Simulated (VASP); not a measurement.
Here is a VASP 6.6.1 calculation.

The input INCAR:

```
SYSTEM = Zr4Cl
  PREC = Accurate
  ENCUT = 520
  EDIFF = 1E-6
  ISMEAR = 0
  SIGMA = 0.1
  LREAL = .FALSE.
  LASPH = .TRUE.
  NELM = 100
  ALGO = Fast
  ISIF = 2
  LWAVE = .FALSE.
  LCHARG = .FALSE.
  GGA = PE
  NBANDS = 36
```

Contents of KPOINTS:

```
Automatic mesh
0
G
  6 6 6
  0 0 0
```

The input POSCAR:

```
Zr4Cl
1.0
   -2.3103761900      2.3103761900      4.2327915700
    2.3103761900     -2.3103761900      4.2327915700
    2.3103761900      2.3103761900     -4.2327915700
Zr Cl
4 1
Direct
    0.7481527900      0.7481527900      0.0000000000
    0.5000000000      0.0000000000      0.5000000000
    0.0000000000      0.5000000000      0.5000000000
    0.2518472100      0.2518472100      0.0000000000
    0.0000000000      0.0000000000      0.0000000000
```

Potentials or basis: VASP PAW PBE potentials, release 64 (Zr_sv, Cl).

The run is started by

```sh
$ cat potpaw_PBE.64/Zr_sv/POTCAR potpaw_PBE.64/Cl/POTCAR > POTCAR
$ mpirun -np 1 vasp_std > vasp.out
```

Task: Predict the band gap on the k mesh.

Result: Zero (an odd number of electrons rules out a gap without spin polarisation).

Task: Estimate the pressure.

Result: 37.8 GPa.

Stress tensor (GPa, compression positive):
```
30.00  0.00  0.00
 0.00 30.00  0.00
 0.00  0.00 53.47
```

Caveat: the stress differs along the axes, from 30 to 53 GPa; forces of over 1 eV/Å act on the atoms, so gaps and moduli don't describe the material at rest.
